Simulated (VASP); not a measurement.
Here is a VASP 6.6.1 calculation.

The input INCAR:

```
PREC     = Accurate       # precision mode
ENCUT    = 500            # plane-wave cutoff, eV
EDIFF    = 1E-6           # SCF threshold, eV
ISMEAR   = 0              # smearing method
SIGMA    = 0.05           # smearing width, eV
LREAL    = F              # projectors in reciprocal space
LASPH    = T              # aspherical terms in the spheres
NELM     = 120            # most SCF steps
ALGO     = Normal         # electronic algorithm
ISIF     = 2              # what is computed and relaxed
LWAVE    = F              # write WAVECAR
LCHARG   = F              # write CHGCAR
GGA      = PE             # functional
NBANDS   = 17             # bands
GGA_COMPAT= F
```

File KPOINTS:

```
Automatic mesh
0
Gamma
  5 5 5
```

POSCAR

```
SnTe
1.0
    0.0000000000      3.2296212500      2.9990243902
    3.2296212500      0.0000000000      2.9990243902
    3.2296212500      3.2296212500      0.0000000000
Sn Te
1 1
Direct
    0.0000000000      0.0000000000      0.0000000000
    0.5000000000      0.5000000000      0.5000000000
```

Potentials or basis: VASP PAW PBE potentials, release 64 (Sn_d, Te).

The run is started by

```sh
$ cat potpaw_PBE.64/Sn_d/POTCAR potpaw_PBE.64/Te/POTCAR > POTCAR
$ mpirun -np 1 vasp_std > vasp.out
```

(1) Estimate the band gap on the k mesh.

(2) What does it give for the pressure?

Answers

(1) 0.37 eV (least direct gap 0.49 eV).

(2) 2.9 GPa.

Caveat: spin-orbit coupling is left out, which moves the levels of the heavy elements; an odd mesh through Γ misses points on the zone boundary, where band edges can lie.
